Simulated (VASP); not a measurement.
# WC in VASP: further runs

WC is run at these levels: PBEsol; tasks: relaxation of the atoms, single point.

Everything below comes from runs of VASP 6.6.1. Logs are shortened: lines on timing, memory, paths and dates and some standing lists are left out, and cuts for length are marked.

**1. The cell of the first run**

The cell holds a slab with vacuum, 6 atoms: a = 2.828 Å, b = 2.898 Å, c = 22.857 Å, α = 90.00°, β = 90.00°, γ = 90.00°.

**2. Relaxation of the atoms, PBEsol**

INCAR reads:

```
ALGO = Normal ; DIPOL = 0.5 0.5 0.500
EDIFF = 1E-6 ; EDIFFG = -0.03
ENCUT = 520 ; GGA = PS
IBRION = 2 ; IDIPOL = 3
ISIF = 2 ; ISMEAR = 0
KPAR = 2 ; LASPH = True
LCHARG = False ; LDIPOL = True
LREAL = False ; LWAVE = False
NELM = 80 ; NSW = 90
PREC = Accurate ; SIGMA = 0.1
```

KPOINTS reads:

```
k-points
0
Gamma
  10 10 1
```

POSCAR reads:

```
WC
1.0
    2.8276119036      0.0000000000      0.0000000000
    0.0000000000      2.8984136670      0.0000000000
    0.0000000000      0.0000000000     22.8568996880
C W
3 3
Selective dynamics
Direct
    0.5000000000      0.0000000000      0.3718789563  F F F
    0.5000000000      0.5000000000      0.4816969938  F F F
    0.5000000000      0.0000000000      0.5915150312  T T T
    0.0000000000      0.5000000000      0.4084849688  F F F
    0.0000000000      0.0000000000      0.5183030062  T T T
    0.0000000000      0.5000000000      0.6281210437  T T T
```

Potentials or basis: VASP PAW PBE potentials, release 64 (C, W_sv).

On the command line:

```bash
> cat potpaw_PBE.64/C/POTCAR potpaw_PBE.64/W_sv/POTCAR > POTCAR
> mpirun -np 2 vasp_std > vasp.out
```

OUTCAR:

```text
EDIFF = 1E-6
   EDIFFG = -0.03
   ENCUT = 520
   GGA = PS
   IBRION = 2
   ISIF = 2
   ISMEAR = 0
   LASPH = True
   LREAL = False
   NELM = 80
   NSW = 90
   PREC = Accurate

 ion  position               nearest neighbor table
   1  0.500  0.000  0.372-   4 2.19   4 2.19   4 2.19   4 2.19
   2  0.500  0.500  0.482-   5 2.19   5 2.19   5 2.19   5 2.19   4 2.19   4 2.19
   3  0.500  0.000  0.592-   6 2.19   6 2.19   6 2.19   6 2.19   5 2.19   5 2.19
   4  0.000  0.500  0.408-   1 2.19   1 2.19   1 2.19   1 2.19   2 2.19   2 2.19   5 2.90   5 2.90

   5  0.000  0.000  0.518-   2 2.19   2 2.19   2 2.19   2 2.19   3 2.19   3 2.19   4 2.90   4 2.90
                             6 2.90   6 2.90
   6  0.000  0.500  0.628-   3 2.19   3 2.19   3 2.19   3 2.19   5 2.90   5 2.90

  LATTYP: Found a simple orthorhombic cell.
 ALAT       =     2.8276119036
 B/A-ratio  =     1.0250394205
 C/A-ratio  =     8.0834642332

  Lattice vectors:

 A1 = (   2.8276119036,   0.0000000000,   0.0000000000)
 A2 = (   0.0000000000,   2.8984136670,   0.0000000000)
 A3 = (   0.0000000000,   0.0000000000,  22.8568996880)

Analysis of symmetry for initial positions (statically):
=====================================================================
 Subroutine PRICEL returns:
 Original cell was already a primitive cell.

 Routine SETGRP: Setting up the symmetry group for a
 simple orthorhombic supercell.

 Subroutine GETGRP returns: Found  4 space group operations
 (whereof  4 operations were pure point group operations)
 out of a pool of  8 trial point group operations.

The static configuration has the point symmetry C_2v.

Analysis of symmetry for dynamics (positions and initial velocities):
=====================================================================
 Subroutine PRICEL returns:
 Original cell was already a primitive cell.

 Routine SETGRP: Setting up the symmetry group for a
 simple orthorhombic supercell.

 Subroutine GETGRP returns: Found  4 space group operations
 (whereof  4 operations were pure point group operations)
 out of a pool of  8 trial point group operations.

The dynamic configuration has the point symmetry C_2v.

Analysis of constrained symmetry for selective dynamics:
=====================================================================
 Subroutine PRICEL returns:
 Original cell was already a primitive cell.

 Routine SETGRP: Setting up the symmetry group for a
 simple orthorhombic supercell.

 Subroutine GETGRP returns: Found  4 space group operations
 (whereof  4 operations were pure point group operations)
 out of a pool of  8 trial point group operations.

The constrained configuration has the point symmetry C_2v.

 Subroutine INISYM returns: Found  4 space group operations
 (whereof  4 operations are pure point group operations),
 and found     1 'primitive' translations

----------------------------------------------------------------------------------------

                                     Primitive cell

  volume of cell :     187.3258

  direct lattice vectors                    reciprocal lattice vectors
     2.827611904  0.000000000  0.000000000     0.353655323  0.000000000  0.000000000
     0.000000000  2.898413667  0.000000000     0.000000000  0.345016314  0.000000000
     0.000000000  0.000000000 22.856899688     0.000000000  0.000000000  0.043750465

  length of vectors
     2.827611904  2.898413667 22.856899688     0.353655323  0.345016314  0.043750465

  position of ions in fractional coordinates (direct lattice)
     0.500000000  0.000000000  0.371878956
     0.500000000  0.500000000  0.481696994
     0.500000000  0.000000000  0.591515031
     0.000000000  0.500000000  0.408484969
     0.000000000  0.000000000  0.518303006
     0.000000000  0.500000000  0.628121044

  ion indices of the primitive-cell ions
   primitive index   ion index
                 1           1
                 2           2
                 3           3
                 4           4
                 5           5
                 6           6

[... 28 lines left out ...]
  0.000000  0.000000  0.000000      1.000000
  0.100000  0.000000  0.000000      2.000000
  0.200000  0.000000  0.000000      2.000000
  0.300000  0.000000  0.000000      2.000000
  0.400000  0.000000  0.000000      2.000000
  0.500000  0.000000  0.000000      1.000000
[... 16 lines left out ...]
  0.400000  0.300000  0.000000      4.000000
  0.500000  0.300000  0.000000      2.000000
 [... further k-points ...]
   k-points           NKPTS =     36   k-points in BZ     NKDIM =     36   number of bands    NBANDS=     32
   number of dos      NEDOS =    301   number of ions     NIONS =      6
   total plane-waves  NPLWV = 103680
   dimension x,y,z NGX =    24 NGY =   24 NGZ =  180
   dimension x,y,z NGXF=    48 NGYF=   48 NGZF=  360
   ions per type =               3   3
   NGX,Y,Z   is equivalent  to a cutoff of  14.11, 13.77, 13.09 a.u.
   NGXF,Y,Z  is equivalent  to a cutoff of  28.22, 27.53, 26.18 a.u.
 SYSTEM =  unknown system
   PREC   = accura    normal or accurate (medium, high low for compatibility)
   ISTART =      0    job   : 0-new  1-cont  2-samecut
   ICHARG =      2    charge: 1-file 2-atom 10-const
   ISPIN  =      1    spin polarized calculation?
   LNONCOLLINEAR =      F non collinear calculations
   LSORBIT =      F    spin-orbit coupling
   LASPH  =      T    aspherical Exc in radial PAW
   ENCUT  =  520.0 eV  38.22 Ry    6.18 a.u.   5.26  5.39 42.50*2*pi/ulx,y,z
   NELM   =     80;   NELMIN=  2; NELMDL= -5     # of ELM steps
   EDIFF  = 0.1E-05   stopping-criterion for ELM
   LREAL  =      F    real-space projection
   EDIFFG = -.3E-01   stopping-criterion for IOM
   NSW    =     90    number of steps for IOM
   IBRION =      2    ionic relax: 0-MD 1-quasi-New 2-CG
   NFREE  =      1    steps in history (QN), initial steepest desc. (CG)
   ISIF   =      2    stress and relaxation
   ISYM   =      2    0-nonsym 1-usesym 2-fastsym
   POTIM  = 0.5000    time-step for ionic-motion
   TEBEG  =    0.0;   TEEND  =   0.0 temperature during run
   PSTRESS=    0.0 pullay stress
   NELECT =      54.0000    total number of electrons
   NUPDOWN=      -1.0000    fix difference up-down
   EMIN   =  10.00;   EMAX   =-10.00  energy-range for DOS
   EFERMI =   0.00;   METHOD = LEGACY
   ISMEAR =     0;   SIGMA  =   0.10  broadening in eV -4-tet -1-fermi 0-gaus
   EFERMI_NEDOS =   21; number of points for ismear=-14 and -15
   IALGO  =     38    algorithm
   IMIX   =      4    mixing-type and parameters
     AMIX     =   0.40;   BMIX     =  1.00
     AMIX_MAG =   1.60;   BMIX_MAG =  1.00
  volume/ion in A,a.u.               =      31.22       210.69
  Fermi-wavevector in a.u.,A,eV,Ry     =   1.081451  2.043646 15.912512  1.169537
  Thomas-Fermi vector in A             =   2.217468
   LORBIT       =      0    0 simple, 1 ext, 2 COOP (PROOUT), +10 PAW based schemes
   GGA     = PS    functional components
   LHFCALC =     F    Hartree Fock is set to
   AEXX    =    0.0000 exact exchange contribution
   IVDW    =     0    specifies the selected vdW correction
   LEPSILON=     F    determine dielectric tensor
   LRPA    =     F    only Hartree local field effects (RPA)
 conjugate gradient relaxation of ions
 non-spin polarized calculation
 Gauss-broadening in eV      SIGMA  =   0.10
  energy-cutoff  :      520.00
  volume of cell :      187.33
 maximum number of plane-waves:      5093
 NGX is ok and might be reduce to    24
   NGX = 11   NGY = 11   NGZ = 85

--------------------------------------- Ionic step        1  -------------------------------------------

 number of electron      53.9999999 magnetization

 Free energy of the ion-electron system (eV)
  ---------------------------------------------------
  ext. energy  EPLUGINS =         0.00000000
  ---------------------------------------------------
  free energy    TOTEN  =       -67.24499045 eV

  energy without entropy =      -67.22361160  energy(sigma->0) =      -67.23430102

------------------------ aborting loop because EDIFF is reached ----------------------------------------

  FORCE on cell =-STRESS in cart. coord.  units (eV):
  Direction    XX          YY          ZZ          XY          YZ          ZX
  --------------------------------------------------------------------------------------
  -------------------------------------------------------------------------------------
  Total       -5.2994452     -5.5369612     -3.2813014      0.0000000      0.0000000      0.0000000
  in kB      -45.3255930    -47.3570420    -28.0646228      0.0000000      0.0000000      0.0000000
  external PRESSURE =     -40.2490859 kB  Pullay stress =       0.0000000 kB
[... 21 lines left out ...]
  FREE ENERGIE OF THE ION-ELECTRON SYSTEM (eV)
  ---------------------------------------------------
  free  energy   TOTEN  =       -67.2449904476 eV

  energy  without entropy=      -67.2236115971  energy(sigma->0) =      -67.23430102

 dipolmoment           0.000000      0.000000      0.006748 electrons x Angstroem

--------------------------------------- Ionic step        2  -------------------------------------------

 number of electron      53.9999999 magnetization

------------------------ aborting loop because EDIFF is reached ----------------------------------------
[... 195 lines left out ...]
--------------------------------------- Ionic step        7  -------------------------------------------

 number of electron      54.0000000 magnetization

 dipolmoment           0.000000      0.000000     -0.029116 electrons x Angstroem

 Free energy of the ion-electron system (eV)
  ---------------------------------------------------
  ext. energy  EPLUGINS =         0.00000000
  ---------------------------------------------------
  free energy    TOTEN  =       -67.26586534 eV

  energy without entropy =      -67.24004983  energy(sigma->0) =      -67.25295759

 E-fermi :  -0.0480     XC(G=0):  -5.4920

 val. band max:       -0.0484863824   @ k =   0.3000   0.5000   0.0000
 cond. band min:      -0.0414597504   @ k =   0.1000   0.5000   0.0000
 fundamental gap:      0.0070266320
 Fermi energy:        -0.0479934136

 k-point     1 :       0.0000    0.0000    0.0000
  band No.  band energies     occupation
      1     -73.9759      2.00000
      2     -73.9567      2.00000
      3     -73.9026      2.00000
      4     -38.5873      2.00000
      5     -38.2928      2.00000
      6     -38.0238      2.00000
[... 829 lines left out ...]
     31       4.2553      0.00000
     32       5.0556      0.00000

 [... further k-points ...]

------------------------ aborting loop because EDIFF is reached ----------------------------------------

 vacuum level on the upper side and lower side of the slab       (xc-potential included)        -0.322         0.307

  FORCE on cell =-STRESS in cart. coord.  units (eV):
  Direction    XX          YY          ZZ          XY          YZ          ZX
  --------------------------------------------------------------------------------------
  -------------------------------------------------------------------------------------
  Total       -4.5950335     -4.4390930     -2.4306112      0.0000000      0.0000000      0.0000000
  in kB      -39.3008343    -37.9670923    -20.7887600      0.0000000      0.0000000      0.0000000
  external PRESSURE =     -32.6855622 kB  Pullay stress =       0.0000000 kB
[... 21 lines left out ...]
  FREE ENERGIE OF THE ION-ELECTRON SYSTEM (eV)
  ---------------------------------------------------
  free  energy   TOTEN  =       -67.2658653405 eV

  energy  without entropy=      -67.2400498312  energy(sigma->0) =      -67.25295759

 reached required accuracy - stopping structural energy minimisation

 vacuum level on the upper side and lower side of the slab         5.270         5.913
```

It took 6.4 min on 2 MPI ranks of Intel Xeon Platinum 8488C (Sapphire Rapids), shared host; peak memory 0.42 GiB.

What came out:

| Property | Result |
| --- | --- |
| Free energy | -67.2659 eV |
| Energy gained by relaxing | 3.5 meV/atom |
| Ionic steps | 7 |
| Band gap on the k mesh | zero (bands 27 and 28 overlap by 1.96 eV) |

Step by step:
```
step  energy change (eV)  largest force on free atoms (eV/Å)  pressure (GPa)
   1              0.0000                              0.7693           -4.02
   2             -0.0196                              0.2525           -3.33
   3             -0.0200                              0.1788           -3.43
   4             -0.0206                              0.0635           -3.37
   5             -0.0206                              0.0356           -3.38
   6             -0.0207                              0.0308           -3.35
   7             -0.0209                              0.0152           -3.27
```

Final structure:
```cif
data_structure
_symmetry_space_group_name_H-M 'P 1'
_symmetry_Int_Tables_number 1
_cell_length_a 2.8276
_cell_length_b 2.8984
_cell_length_c 22.8569
_cell_angle_alpha 90.000
_cell_angle_beta 90.000
_cell_angle_gamma 90.000
_cell_volume 187.33
loop_
_atom_site_label
_atom_site_type_symbol
_atom_site_fract_x
_atom_site_fract_y
_atom_site_fract_z
_atom_site_occupancy
C1 C 0.50000 0.00000 0.37188 1
C2 C 0.50000 0.50000 0.48170 1
C3 C 0.50000 0.00000 0.59234 1
W1 W 0.00000 0.50000 0.40848 1
W2 W 0.00000 0.00000 0.51854 1
W3 W 0.00000 0.50000 0.62631 1
```

Caveat: the PAW data sets were made with another functional, which shifts forces and pressure a little; spin-orbit coupling is left out, which moves the levels of the heavy elements.

**3. Single point, PBEsol**

INCAR reads:

```
ALGO = Normal
DIPOL = 0.5 0.5 0.500
EDIFF = 1E-6
ENCUT = 520
GGA = PS
GGA_COMPAT = F
IDIPOL = 3
ISIF = 2
ISMEAR = 0
LASPH = T
LCHARG = F
LDIPOL = T
LREAL = F
LWAVE = F
NBANDS = 36
NELM = 120
NELMDL = -8
PREC = Accurate
SIGMA = 0.1
```

KPOINTS is that of step 2.

POSCAR reads:

```
WC
1.0
    2.8276119036      0.0000000000      0.0000000000
    0.0000000000      2.8984136670      0.0000000000
    0.0000000000      0.0000000000     22.8568996880
C W
3 3
Direct
    0.5000000000      0.0000000000      0.3718789563
    0.5000000000      0.5000000000      0.4816969938
    0.5000000000      0.0000000000      0.5919441058
    0.0000000000      0.5000000000      0.4084849688
    0.0000000000      0.0000000000      0.5183344789
    0.0000000000      0.5000000000      0.6258993003
```

Potentials or basis: VASP PAW PBE potentials, release 64 (C, W_sv).

On the command line:

```bash
> cat potpaw_PBE.64/C/POTCAR potpaw_PBE.64/W_sv/POTCAR > POTCAR
> mpirun -np 1 vasp_std > vasp.out
```

It took 16 min on 1 thread of Intel Xeon 8259CL, shared host; peak memory 0.42 GiB.

Results (log left out):

* Free energy: -67.2656 eV
* Largest force: 2.664 eV/Å
* Band gap on the k mesh: zero (bands 27 and 28 overlap by 1.95 eV)

Forces on the atoms (eV/Å):
```
C    0.000  0.000  2.664
C    0.000  0.000 -0.133
C    0.000  0.000  0.023
W    0.000  0.000 -2.614
W    0.000  0.000  0.008
W    0.000  0.000  0.052
```

Levels at points of the mesh, in eV from the Fermi level:
| k point | band 24 | band 25 | band 26 | band 27 | band 28 | band 29 | band 30 | band 31 |
| --- | --- | --- | --- | --- | --- | --- | --- | --- |
| (0.00, 0.00, 0.00) | -1.79 | -1.64 | -0.79 | -0.25 | 0.47 | 2.48 | 2.87 | 3.20 |
| (0.50, 0.00, 0.00) | -1.29 | -1.00 | -0.94 | -0.04 | 0.52 | 0.60 | 1.74 | 2.33 |
| (0.00, 0.50, 0.00) | -2.43 | -0.75 | -0.20 | 0.39 | 0.78 | 1.60 | 1.85 | 1.85 |
| (0.50, 0.50, 0.00) | -1.26 | -0.48 | -0.23 | 1.59 | 1.67 | 2.88 | 3.93 | 5.10 |

Caveat: the PAW data sets were made with another functional, which shifts forces and pressure a little; spin-orbit coupling is left out, which moves the levels of the heavy elements.

(Continued in part 2 of 2.)
